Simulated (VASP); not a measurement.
# KI (Imm2) in VASP: further runs

KI is run at these levels: PBEsol; tasks: single point.

Program: VASP 6.6.1. These are calculated values, not measurements. Logs are shortened: lines on timing, memory, paths and dates and some standing lists are left out, and cuts for length are marked.

## Step 1: The cell of the first run

The structure is orthorhombic, space group Imm2 (No. 44). The conventional cell has a = 4.984 Å, b = 7.049 Å, c = 4.984 Å, α = 90.00°, β = 90.00°, γ = 90.00°. K (site symmetry mm2) has 6 I at 3.32 to 3.74 Å within 4.4 Å. Within 4.4 Å of I (site symmetry mm2) lie 6 K at 3.32 to 3.74 Å.

## Step 2: Single point, PBEsol (all K atoms moved -0.300 Å, as atom 1 along Cartesian [1 -1 0])

File INCAR:

```
SYSTEM = KI
PREC = Accurate ; ENCUT = 520
EDIFF = 1E-6 ; ISMEAR = 0
SIGMA = 0.05 ; LREAL = .False.
LASPH = .True. ; NELM = 80
ALGO = Normal ; ISIF = 2
LWAVE = .False. ; LCHARG = .False.
GGA = PS ; NBANDS = 15
```

File KPOINTS:

```
Automatic mesh
0
Gamma
  6 6 6
  0 0 0
```

File POSCAR:

```
KI
1.0
    0.0000000000      3.5245500000      3.5245500000
    3.5245500000      0.0000000000      3.5245500000
    3.5245500000      3.5245500000      0.0000000000
K I
1 1
Direct
    0.0601869840     -0.0601869840      0.0000000000
    0.5000000000      0.5000000000      0.5000000000
```

Potentials or basis: VASP PAW PBE potentials, release 64 (K_sv, I).

Started as:

```console
> cat potpaw_PBE.64/K_sv/POTCAR potpaw_PBE.64/I/POTCAR > POTCAR
> mpirun -np 1 vasp_std > vasp.out
```

OUTCAR:

```text
SYSTEM = KI
   PREC = Accurate
   ENCUT = 520
   EDIFF = 1E-6
   ISMEAR = 0
   LREAL = .False.
   LASPH = .True.
   NELM = 80
   ISIF = 2
   GGA = PS

 ion  position               nearest neighbor table
   1  0.060  0.940  0.000-   2 3.32   2 3.32   2 3.54   2 3.54
   2  0.500  0.500  0.500-   1 3.32   1 3.32   1 3.54   1 3.54

  LATTYP: Found a face centered cubic cell.
 ALAT       =     7.0491000000

  Lattice vectors:

 A1 = (   0.0000000000,   3.5245500000,   3.5245500000)
 A2 = (   3.5245500000,   0.0000000000,   3.5245500000)
 A3 = (   3.5245500000,   3.5245500000,   0.0000000000)

Analysis of symmetry for initial positions (statically):
=====================================================================
 Subroutine PRICEL returns:
 Original cell was already a primitive cell.

 Routine SETGRP: Setting up the symmetry group for a
 face centered cubic supercell.

 Subroutine GETGRP returns: Found  4 space group operations
 (whereof  4 operations were pure point group operations)
 out of a pool of 48 trial point group operations.

The static configuration has the point symmetry C_2v.

Analysis of symmetry for dynamics (positions and initial velocities):
=====================================================================
 Subroutine PRICEL returns:
 Original cell was already a primitive cell.

 Routine SETGRP: Setting up the symmetry group for a
 face centered cubic supercell.

 Subroutine GETGRP returns: Found  4 space group operations
 (whereof  4 operations were pure point group operations)
 out of a pool of 48 trial point group operations.

The dynamic configuration has the point symmetry C_2v.

 Subroutine INISYM returns: Found  4 space group operations
 (whereof  4 operations are pure point group operations),
 and found     1 'primitive' translations

----------------------------------------------------------------------------------------

                                     Primitive cell

  volume of cell :      87.5671

  direct lattice vectors                    reciprocal lattice vectors
     0.000000000  3.524550000  3.524550000    -0.141862082  0.141862082  0.141862082
     3.524550000  0.000000000  3.524550000     0.141862082 -0.141862082  0.141862082
     3.524550000  3.524550000  0.000000000     0.141862082  0.141862082 -0.141862082

  length of vectors
     4.984466411  4.984466411  4.984466411     0.245712333  0.245712333  0.245712333

  position of ions in fractional coordinates (direct lattice)
     0.060186984  0.939813016  0.000000000
     0.500000000  0.500000000  0.500000000

  ion indices of the primitive-cell ions
   primitive index   ion index
[... 87 lines left out ...]
   EMIN   =  10.00;   EMAX   =-10.00  energy-range for DOS
   EFERMI =   0.00;   METHOD = LEGACY
   ISMEAR =     0;   SIGMA  =   0.05  broadening in eV -4-tet -1-fermi 0-gaus
   EFERMI_NEDOS =   21; number of points for ismear=-14 and -15
   IALGO  =     38    algorithm
   IMIX   =      4    mixing-type and parameters
     AMIX     =   0.40;   BMIX     =  1.00
     AMIX_MAG =   1.60;   BMIX_MAG =  1.00
  volume/ion in A,a.u.               =      43.78       295.47
  Fermi-wavevector in a.u.,A,eV,Ry     =   0.928969  1.755497 11.741598  0.862983
  Thomas-Fermi vector in A             =   2.055202
   LORBIT       =      0    0 simple, 1 ext, 2 COOP (PROOUT), +10 PAW based schemes
   GGA     = PS    functional components
   LHFCALC =     F    Hartree Fock is set to
   AEXX    =    0.0000 exact exchange contribution
   IVDW    =     0    specifies the selected vdW correction
   LEPSILON=     F    determine dielectric tensor
   LRPA    =     F    only Hartree local field effects (RPA)
 non-spin polarized calculation
 Gauss-broadening in eV      SIGMA  =   0.05
  energy-cutoff  :      520.00
  volume of cell :       87.57
 maximum number of plane-waves:      2397
 NGX is ok and might be reduce to    40
   NGX = 19   NGY = 19   NGZ = 19

 number of electron      15.9999999 magnetization

 Free energy of the ion-electron system (eV)
  ---------------------------------------------------
  ext. energy  EPLUGINS =         0.00000000
  ---------------------------------------------------
  free energy    TOTEN  =        -5.76885543 eV

  energy without entropy =       -5.76885543  energy(sigma->0) =       -5.76885543

 E-fermi :  -0.1812     XC(G=0):  -7.3594

 val. band max:       -0.4923194768   @ k =   0.0000   0.0000   0.0000
 cond. band min:       3.3567116289   @ k =   0.0000   0.0000   0.0000
 fundamental gap:      3.8490311057
 Fermi energy:        -0.1811576839

 k-point     1 :       0.0000    0.0000    0.0000
  band No.  band energies     occupation
      1     -28.7705      2.00000
      2     -12.3445      2.00000
      3     -12.3325      2.00000
      4     -12.3245      2.00000
      5     -11.0124      2.00000
      6      -0.5054      2.00000
      7      -0.4950      2.00000
      8      -0.4923      2.00000
      9       3.3567      0.00000
     10       5.9351      0.00000
     11       6.0127      0.00000
     12       6.0697      0.00000
     13       6.7562      0.00000
     14       6.8207      0.00000
[... 401 lines left out ...]
      2     -12.4420      2.00000
      3     -12.3349      2.00000
      4     -12.3330      2.00000
      5     -10.8380      2.00000
      6      -1.2857      2.00000
      7      -0.7454      2.00000
      8      -0.6700      2.00000
      9       4.7032      0.00000
     10       5.6667      0.00000
     11       6.6286      0.00000
     12       6.6444      0.00000
     13       7.3158      0.00000
     14       8.2114      0.00000
     15       9.4007      0.00000

 [... further k-points ...]

------------------------ aborting loop because EDIFF is reached ----------------------------------------

  FORCE on cell =-STRESS in cart. coord.  units (eV):
  Direction    XX          YY          ZZ          XY          YZ          ZX
  --------------------------------------------------------------------------------------
  -------------------------------------------------------------------------------------
  Total        0.2287489      0.2287489     -0.1339441      0.0904356      0.0000000      0.0000000
  in kB        4.1853191      4.1853191     -2.4507163      1.6546611      0.0000000      0.0000000
  external PRESSURE =       1.9733073 kB  Pullay stress =       0.0000000 kB

 VOLUME and BASIS-vectors are now :
 -----------------------------------------------------------------------------
  energy-cutoff  :      520.00
  volume of cell :       87.57
      direct lattice vectors                 reciprocal lattice vectors
     0.000000000  3.524550000  3.524550000    -0.141862082  0.141862082  0.141862082
     3.524550000  0.000000000  3.524550000     0.141862082 -0.141862082  0.141862082
     3.524550000  3.524550000  0.000000000     0.141862082  0.141862082 -0.141862082

 POSITION                                       TOTAL-FORCE (eV/Angst)
 -----------------------------------------------------------------------------------
      3.31242      0.21213      3.52455         0.226279     -0.226279      0.000000
      3.52455      3.52455      3.52455        -0.226279      0.226279      0.000000
 -----------------------------------------------------------------------------------
    total drift:                               -0.000268      0.000268     -0.000000

  FREE ENERGIE OF THE ION-ELECTRON SYSTEM (eV)
  ---------------------------------------------------
  free  energy   TOTEN  =        -5.7688554313 eV

  energy  without entropy=       -5.7688554313  energy(sigma->0) =       -5.76885543
```

OSZICAR:

```text
N       E                     dE             d eps       ncg     rms          rms(c)
DAV:   1     0.833258279011E+02    0.83326E+02   -0.63404E+03  1380   0.884E+02
DAV:   2    -0.421419126294E-01   -0.83368E+02   -0.78057E+02  1783   0.212E+02
DAV:   3    -0.564690234392E+01   -0.56048E+01   -0.55778E+01  2299   0.451E+01
DAV:   4    -0.585640822535E+01   -0.20951E+00   -0.20943E+00  1993   0.663E+00
DAV:   5    -0.585836453306E+01   -0.19563E-02   -0.19563E-02  2090   0.707E-01    0.317E+00
DAV:   6    -0.577190823056E+01    0.86456E-01   -0.91783E-02  1793   0.203E+00    0.225E+00
DAV:   7    -0.576451768628E+01    0.73905E-02   -0.10966E-01  1863   0.184E+00    0.879E-01
DAV:   8    -0.576873607353E+01   -0.42184E-02   -0.14228E-02  1555   0.885E-01    0.257E-01
DAV:   9    -0.576856082220E+01    0.17525E-03   -0.52956E-04  1982   0.148E-01    0.101E-01
DAV:  10    -0.576884350396E+01   -0.28268E-03   -0.37314E-04  1576   0.999E-02    0.628E-02
DAV:  11    -0.576885470577E+01   -0.11202E-04   -0.34770E-05  1943   0.346E-02    0.108E-02
DAV:  12    -0.576885543126E+01   -0.72549E-06   -0.29127E-06  1729   0.137E-02
   1 F= -.57688554E+01 E0= -.57688554E+01  d E =-.305204E-20
```

stdout:

```text
POSCAR found type information on POSCAR K I
 POSCAR found :  2 types and       2 ions
 scaLAPACK will be used
 -----------------------------------------------------------------------------
|                                                                             |
|                                                                             |
|     You enforced a specific xc type in the INCAR file but a different       |
|     I HOPE YOU KNOW WHAT YOU ARE DOING!                                     |
|                                                                             |
 -----------------------------------------------------------------------------

 LDA part: xc-table for (Slater+PW92), standard interpolation
 POSCAR, INCAR and KPOINTS ok, starting setup
 FFT: planning ... GRIDC
 FFT: planning ... GRID_SOFT
 FFT: planning ... GRID
 WAVECAR not read
 entering main loop
```

It took 28 s on 1 thread of Intel Xeon 6975P-C (Granite Rapids), shared host; peak memory 0.26 GiB.

Results:

| Property | Result |
| --- | --- |
| Free energy | -5.7689 eV |
| Pressure | 0.2 GPa |
| Largest force | 0.320 eV/Å |
| Band gap on the k mesh | 3.85 eV, direct |

Forces in eV/Å, atoms in the order of the input:
```
K    0.226 -0.226  0.000
I   -0.226  0.226  0.000
```

Stress tensor (GPa, compression positive):
```
 0.42  0.17  0.00
 0.17  0.42  0.00
 0.00  0.00 -0.25
```

Levels at points of the mesh, in eV from the valence-band top:
```
           k point  band 4  band 5  band 6  band 7  band 8  band 9  band 10  band 11  band 12  band 13
(0.00, 0.00, 0.00)  -11.83  -10.52   -0.01    0.00    0.00    3.85     6.43     6.50     6.56     7.25
(0.50, 0.00, 0.00)  -11.84  -10.22   -1.34   -0.35   -0.33    5.41     7.58     7.97     8.19     8.67
(0.00, 0.00, 0.50)  -11.84  -10.21   -1.34   -0.32   -0.30    5.37     7.38     7.94     8.20     8.79
(0.50, 0.50, 0.00)  -11.86  -10.36   -1.01   -0.38   -0.37    4.91     5.69     8.13     8.71     8.72
(0.00, 0.50, 0.50)  -11.85  -10.36   -1.00   -0.38   -0.36    4.87     5.70     8.14     8.17     9.33
```

Caveat: the cell differs from its parent crystal (all K atoms moved -0.300 Å, as atom 1 along Cartesian [1 -1 0]); the PAW data sets were made with another functional, which shifts forces and pressure a little; spin-orbit coupling is left out, which moves the levels of the heavy elements.

(Part 1 of 2 ends here.)
